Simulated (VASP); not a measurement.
# O (C2/m) in VASP: notebook, part 2 of 3

VASP 6.6.1. Earlier steps stand in the parts before.

## 3. Single point, r2SCAN

This run uses another cell than the first one, of 16.25 Å³/atom, 0.887 times its volume.

Input file POSCAR:

```
O
1.0
    2.7931946254     -1.6284795617      0.0000000000
    2.7931946254      1.6284795617      0.0000000000
   -2.3456105162      0.0000000000      3.5725996965
O
2
Direct
    0.9745461700      0.9745461700      0.8444259800
    0.0254538300      0.0254538300      0.1555740200
```

Input file INCAR.step1:

```
SYSTEM = O
PREC = Accurate
ENCUT = 520
ISMEAR = -1
SIGMA = 0.05
LREAL = .FALSE.
LASPH = .TRUE.
NELM = 80
NBANDS = 13
GGA = PE
ALGO = Normal
EDIFF = 1E-4
LWAVE = .TRUE.
LCHARG = .FALSE.
```

Input file INCAR.step2:

```
SYSTEM = O
PREC = Accurate
ENCUT = 520
EDIFF = 1E-6
ISMEAR = -1
SIGMA = 0.05
LREAL = .FALSE.
LASPH = .TRUE.
NELM = 80
ALGO = Normal
ISIF = 2
LWAVE = .FALSE.
LCHARG = .FALSE.
METAGGA = R2SCAN
LMIXTAU = .TRUE.
NBANDS = 13
ISTART = 1
```

Input file KPOINTS:

```
Automatic mesh
0
G
  10 10 7
  0 0 0
```

Potentials or basis: VASP PAW PBE potentials, release 64 (O).

Started as:

```console
$ cat potpaw_PBE.64/O/POTCAR > POTCAR
$ cp INCAR.step1 INCAR
$ mpirun -np 1 vasp_std > vasp.out
$ cp INCAR.step2 INCAR
$ mpirun -np 1 vasp_std > vasp.out
```

OUTCAR:

```text
SYSTEM = O
   PREC = Accurate
   ENCUT = 520
   EDIFF = 1E-6
   ISMEAR = -1
   LREAL = .FALSE.
   LASPH = .TRUE.
   NELM = 80
   ISIF = 2
   METAGGA = R2SCAN
   ISTART = 1

 ion  position               nearest neighbor table
   1  0.975  0.975  0.844-   2 1.20
   2  0.025  0.025  0.156-   1 1.20

  LATTYP: Found a base centered monoclinic cell.
 ALAT       =     5.5863892508
 B/A-ratio  =     0.5830168607
 C/A-ratio  =     0.7650377976
 COS(beta)  =    -0.5488350190

  Lattice vectors:

 A1 = (   2.7931946254,  -1.6284795617,   0.0000000000)
 A2 = (   2.7931946254,   1.6284795617,   0.0000000000)
 A3 = (  -2.3456105162,   0.0000000000,   3.5725996965)

Analysis of symmetry for initial positions (statically):
=====================================================================
 Subroutine PRICEL returns:
 Original cell was already a primitive cell.

 Routine SETGRP: Setting up the symmetry group for a
 base centered monoclinic supercell.

 Subroutine GETGRP returns: Found  4 space group operations
 (whereof  4 operations were pure point group operations)
 out of a pool of  4 trial point group operations.

The static configuration has the point symmetry C_2h.

[... 166 lines left out ...]
 k-point     1 :       0.0000    0.0000    0.0000
  band No.  band energies     occupation
      1     -30.3471      2.00000
      2     -16.4339      2.00000
      3     -10.1627      2.00000
      4      -8.6628      2.00000
      5      -8.6198      2.00000
      6      -1.8112      1.80828
      7      -1.4835      0.02651
      8       5.6810      0.00000
      9      10.3073      0.00000
     10      13.6248      0.00000
     11      14.8559      0.00000
     12      17.6667      0.00000
     13      18.7464      0.00000
[... 354 lines left out ...]
  band No.  band energies     occupation
      1     -30.2254      2.00000
      2     -16.6257      2.00000
      3      -9.9048      2.00000
      4      -9.1926      2.00000
      5      -8.9819      2.00000
      6      -1.7088      1.09742
      7      -1.3708      0.00282
      8       8.3219      0.00000
      9      10.1321      0.00000
     10      10.8220      0.00000
     11      12.6002      0.00000
     12      15.1398      0.00000
     13      17.6513      0.00000

 [... further k-points ...]
[... 5 lines left out ...]
  --------------------------------------------------------------------------------------
  -------------------------------------------------------------------------------------
  Total        0.1260428     -1.0691577      1.6971869      0.0000000      0.0000000     -0.7623634
  in kB        6.2134184    -52.7053255     83.6647262      0.0000000      0.0000000    -37.5815578
  external PRESSURE =      12.3909397 kB  Pullay stress =       0.0000000 kB

 VOLUME and BASIS-vectors are now :
 -----------------------------------------------------------------------------
  energy-cutoff  :      520.00
  volume of cell :       32.50
      direct lattice vectors                 reciprocal lattice vectors
     2.793194625 -1.628479562  0.000000000     0.179006502 -0.307034864  0.117527730
     2.793194625  1.628479562  0.000000000     0.179006502  0.307034864  0.117527730
    -2.345610516  0.000000000  3.572599697     0.000000000  0.000000000  0.279908214

 POSITION                                       TOTAL-FORCE (eV/Angst)
 -----------------------------------------------------------------------------------
      3.46350      0.00000      3.01680         0.710290      0.000000     -2.260672
     -0.22272      0.00000      0.55580        -0.710290      0.000000      2.260672
 -----------------------------------------------------------------------------------
    total drift:                                0.000000     -0.000000      0.000000

  FREE ENERGIE OF THE ION-ELECTRON SYSTEM (eV)
  ---------------------------------------------------
  free  energy   TOTEN  =       -10.5766220920 eV

  energy  without entropy=      -10.5304054181  energy(sigma->0) =      -10.55351376
```

OUTCAR.step1:

```text
SYSTEM = O
   PREC = Accurate
   ENCUT = 520
   ISMEAR = -1
   LREAL = .FALSE.
[... 608 lines left out ...]
      3.46350      0.00000      3.01680         0.915595      0.000000     -2.783798
     -0.22272      0.00000      0.55580        -0.915595      0.000000      2.783798
 -----------------------------------------------------------------------------------
    total drift:                                0.000000     -0.000000      0.000000

  FREE ENERGIE OF THE ION-ELECTRON SYSTEM (eV)
  ---------------------------------------------------
  free  energy   TOTEN  =        -9.0430396179 eV

  energy  without entropy=       -8.9958407504  energy(sigma->0) =       -9.01944018
```

OSZICAR.step1:

```text
N       E                     dE             d eps       ncg     rms          rms(c)
DAV:   1     0.412872318961E+02    0.41287E+02   -0.60084E+03  5136   0.817E+02
DAV:   2    -0.765152899224E+01   -0.48939E+02   -0.47339E+02  6733   0.178E+02
DAV:   3    -0.934295992874E+01   -0.16914E+01   -0.16586E+01  5782   0.312E+01
DAV:   4    -0.934944303293E+01   -0.64831E-02   -0.64807E-02  5896   0.231E+00
DAV:   5    -0.934947367925E+01   -0.30646E-04   -0.30646E-04  5839   0.152E-01    0.458E+00
DAV:   6    -0.909611992300E+01    0.25335E+00   -0.21719E-01  5786   0.430E+00    0.239E+00
DAV:   7    -0.904080639327E+01    0.55314E-01   -0.18987E-01  5836   0.394E+00    0.497E-01
DAV:   8    -0.904287792732E+01   -0.20715E-02   -0.16369E-02  5266   0.107E+00    0.139E-01
DAV:   9    -0.904302440587E+01   -0.14648E-03   -0.10385E-04  6031   0.101E-01    0.364E-02
DAV:  10    -0.904303961790E+01   -0.15212E-04   -0.37892E-05  4045   0.537E-02
   1 F= -.90430396E+01 E0= -.90194402E+01  d E =-.471989E-01
```

It took 3.7 min on 1 thread of Intel Xeon Platinum 8488C (Sapphire Rapids), shared host; peak memory 0.19 GiB.

Results:

| Quantity | Value |
| --- | --- |
| Free energy | -10.5766 eV |
| Pressure | 1.2 GPa |
| Largest force | 2.370 eV/Å |
| Band gap on the k mesh | zero (band 6 reaches -1.55 eV, above the bottom of band 7 at -1.87 eV) |

Forces in eV/Å, atoms in the order of the input:
```
O    0.710  0.000 -2.261
O   -0.710  0.000  2.261
```

Caveat: the standard files for N, O and F lose accuracy on very short bonds; spin is off for a triplet molecule; the PAW data sets were made with another functional, which shifts forces and pressure a little.

## 4. Single point, r2SCAN

This run uses another cell than the first one, of 16.60 Å³/atom, 0.906 times its volume.

Input file POSCAR:

```
O
1.0
    2.8128656582     -1.6399481055      0.0000000000
    2.8128656582      1.6399481055      0.0000000000
   -2.3621294444      0.0000000000      3.5977596782
O
2
Direct
    0.9745461700      0.9745461700      0.8444259800
    0.0254538300      0.0254538300      0.1555740200
```

Input file INCAR.step1:

```
PREC = Accurate
ENCUT = 520
ISMEAR = -1
SIGMA = 0.05
LREAL = F
LASPH = T
NELM = 80
NBANDS = 13
GGA = PE
ALGO = Normal
EDIFF = 1E-4
LWAVE = T
LCHARG = F
```

Input file INCAR.step2:

```
PREC = Accurate
ENCUT = 520
EDIFF = 1E-6
ISMEAR = -1
SIGMA = 0.05
LREAL = F
LASPH = T
NELM = 80
ALGO = Normal
ISIF = 2
LWAVE = F
LCHARG = F
METAGGA = R2SCAN
LMIXTAU = T
NBANDS = 13
ISTART = 1
```

Input file KPOINTS:

```
Automatic mesh
0
Gamma
  10 10 7
```

Potentials or basis: VASP PAW PBE potentials, release 64 (O).

Started as:

```console
$ cat potpaw_PBE.64/O/POTCAR > POTCAR
$ cp INCAR.step1 INCAR
$ mpirun -np 1 vasp_std > vasp.out
$ cp INCAR.step2 INCAR
$ mpirun -np 1 vasp_std > vasp.out
```

OUTCAR:

```text
PREC = Accurate
   ENCUT = 520
   EDIFF = 1E-6
   ISMEAR = -1
   LREAL = F
   LASPH = T
   NELM = 80
   ISIF = 2
   METAGGA = R2SCAN
   ISTART = 1

 ion  position               nearest neighbor table
   1  0.975  0.975  0.844-   2 1.21
   2  0.025  0.025  0.156-   1 1.21

  LATTYP: Found a base centered monoclinic cell.
 ALAT       =     5.6257313164
 B/A-ratio  =     0.5830168607
 C/A-ratio  =     0.7650377976
 COS(beta)  =    -0.5488350190

  Lattice vectors:

 A1 = (   2.8128656582,  -1.6399481055,   0.0000000000)
 A2 = (   2.8128656582,   1.6399481055,   0.0000000000)
 A3 = (  -2.3621294444,   0.0000000000,   3.5977596782)

Analysis of symmetry for initial positions (statically):
=====================================================================
 Subroutine PRICEL returns:
 Original cell was already a primitive cell.

 Routine SETGRP: Setting up the symmetry group for a
 base centered monoclinic supercell.

 Subroutine GETGRP returns: Found  4 space group operations
 (whereof  4 operations were pure point group operations)
 out of a pool of  4 trial point group operations.

The static configuration has the point symmetry C_2h.

[... 163 lines left out ...]
 fundamental gap:      0.0015702027
 Fermi energy:        -1.8599253410

 k-point     1 :       0.0000    0.0000    0.0000
  band No.  band energies     occupation
      1     -30.2318      2.00000
      2     -16.6028      2.00000
      3     -10.1925      2.00000
      4      -8.6823      2.00000
      5      -8.6409      2.00000
      6      -1.9675      1.79152
      7      -1.6540      0.03201
      8       5.4925      0.00000
      9       9.8695      0.00000
     10      13.4024      0.00000
     11      14.5931      0.00000
     12      17.4370      0.00000
     13      18.4876      0.00000
[... 354 lines left out ...]
  band No.  band energies     occupation
      1     -30.1146      2.00000
      2     -16.7830      2.00000
      3      -9.9141      2.00000
      4      -9.2320      2.00000
      5      -8.9944      2.00000
      6      -1.8678      1.07815
      7      -1.5450      0.00367
      8       8.1119      0.00000
      9       9.7271      0.00000
     10      10.6334      0.00000
     11      12.3950      0.00000
     12      14.8595      0.00000
     13      17.3784      0.00000

 [... further k-points ...]
[... 5 lines left out ...]
  --------------------------------------------------------------------------------------
  -------------------------------------------------------------------------------------
  Total       -0.0081077     -1.0485432      0.9312201      0.0000000      0.0000000     -0.4655516
  in kB       -0.3913517    -50.6122526     44.9491696      0.0000000      0.0000000    -22.4717642
  external PRESSURE =      -2.0181449 kB  Pullay stress =       0.0000000 kB

 VOLUME and BASIS-vectors are now :
 -----------------------------------------------------------------------------
  energy-cutoff  :      520.00
  volume of cell :       33.19
      direct lattice vectors                 reciprocal lattice vectors
     2.812865658 -1.639948106  0.000000000     0.177754668 -0.304887696  0.116705831
     2.812865658  1.639948106  0.000000000     0.177754668  0.304887696  0.116705831
    -2.362129444  0.000000000  3.597759678     0.000000000  0.000000000  0.277950750

 POSITION                                       TOTAL-FORCE (eV/Angst)
 -----------------------------------------------------------------------------------
      3.48789      0.00000      3.03804         0.436005      0.000000     -1.554589
     -0.22429      0.00000      0.55972        -0.436005      0.000000      1.554589
 -----------------------------------------------------------------------------------
    total drift:                                0.000000     -0.000000      0.000000

  FREE ENERGIE OF THE ION-ELECTRON SYSTEM (eV)
  ---------------------------------------------------
  free  energy   TOTEN  =       -10.5803568650 eV

  energy  without entropy=      -10.5321863992  energy(sigma->0) =      -10.55627163
```

OSZICAR.step1:

```text
N       E                     dE             d eps       ncg     rms          rms(c)
DAV:   1     0.411743637993E+02    0.41174E+02   -0.60374E+03  5136   0.818E+02
DAV:   2    -0.759990657465E+01   -0.48774E+02   -0.47190E+02  6689   0.177E+02
DAV:   3    -0.935002645974E+01   -0.17501E+01   -0.17104E+01  5804   0.315E+01
DAV:   4    -0.935700299709E+01   -0.69765E-02   -0.69738E-02  5916   0.238E+00
DAV:   5    -0.935703592003E+01   -0.32923E-04   -0.32923E-04  5732   0.157E-01    0.454E+00
DAV:   6    -0.910949697617E+01    0.24754E+00   -0.21203E-01  5711   0.424E+00    0.237E+00
DAV:   7    -0.905561674605E+01    0.53880E-01   -0.18776E-01  5806   0.391E+00    0.490E-01
DAV:   8    -0.905768673189E+01   -0.20700E-02   -0.16601E-02  5246   0.106E+00    0.141E-01
DAV:   9    -0.905784381660E+01   -0.15708E-03   -0.11564E-04  6044   0.107E-01    0.355E-02
DAV:  10    -0.905785791080E+01   -0.14094E-04   -0.40512E-05  3785   0.540E-02
   1 F= -.90578579E+01 E0= -.90333007E+01  d E =-.491145E-01
```

Wall time 4.2 min (1 thread of Intel Xeon Platinum 8488C (Sapphire Rapids), shared host); peak memory 0.19 GiB.

What came out:

```yaml
Free_energy: -10.5804 eV
Pressure: -0.2 GPa
Largest_force: 1.615 eV/Å
Band_gap_on_the_k_mesh: zero (band 6 reaches -1.72 eV, above the bottom of band 7 at -2.02 eV)
```

Forces on the atoms (eV/Å):
```
O    0.436  0.000 -1.555
O   -0.436  0.000  1.555
```

Levels at points of the mesh, in eV from the Fermi level:
```tsv
k point	band 3	band 4	band 5	band 6	band 7	band 8	band 9	band 10
(0.00, 0.00, 0.00)	-8.33	-6.82	-6.78	-0.11	0.21	7.35	11.73	15.26
(0.50, 0.00, 0.00)	-8.00	-7.80	-6.95	-0.31	0.14	10.65	11.87	12.13
(0.50, 0.50, 0.00)	-7.90	-7.57	-7.19	-0.02	0.41	10.92	11.24	12.33
```

Caveat: the standard files for N, O and F lose accuracy on very short bonds; spin is off for a triplet molecule; the PAW data sets were made with another functional, which shifts forces and pressure a little.

(Part 2 of 3 ends here.)
